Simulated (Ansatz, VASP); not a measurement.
# Two plane-wave programs on Ge

```
Ge
1.0
     0.00000    2.88598    2.88598
     2.88598    0.00000    2.88598
     2.88598    2.88598    0.00000
Ge
2
Direct
  0.50000 0.50000 0.50000
  0.75000 0.75000 0.75000
```

Alike in both runs: task single point; functional PBE; k mesh 10 × 10 × 10; occupations gaussian, width 0.01 eV; no spin polarisation.

```csv
,VASP,Ansatz
version,VASP 6.6.1,Ansatz 0.2.0
potentials or method,"VASP PAW PBE potentials, release 64 (Ge_d), cutoff 520 eV","plane waves (420 eV) with PAW, scalar-relativistic"
valence electrons in the cell,28,28
```

|  | VASP | Ansatz | Ansatz less VASP |
| --- | --- | --- | --- |
| pressure (GPa) | -0.4 | -0.3 | +0.09 |
